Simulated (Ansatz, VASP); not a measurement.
**Hf in VASP and in Ansatz**

```
Hf
1.0
    -1.78534    1.78534    1.78534
     1.78534   -1.78534    1.78534
     1.78534    1.78534   -1.78534
Hf
1
Cartesian
  0.0000 0.0000 0.0000
```

Change from the starting cell: volume scaled by 1.02, PAW files.

Alike in both runs: task electric field gradients; functional PBE; k mesh 16 × 16 × 16; occupations fermi-dirac, width 0.08 eV; no spin polarisation.

|  | VASP | Ansatz |
| --- | --- | --- |
| version | VASP 6.6.1 | Ansatz 0.2.0 |
| potentials or method | VASP PAW PBE potentials, release 64 (Hf_pv) | PAW with Ansatz's default frozen-core files, scalar-relativistic |
| plane-wave cutoff (eV) | 520 | 420 |
| valence electrons in the cell | 10 | 26 |

Ansatz gave:

- pressure (GPa): -1.9

**Question.** Which values does VASP return?

**Answer.** Pressure (GPa): -2.2.

VASP's potentials hold 10 valence electrons a cell and Ansatz's 26, so a difference there can come from the potentials and not from the codes.

Neither program's run includes spin-orbit coupling.
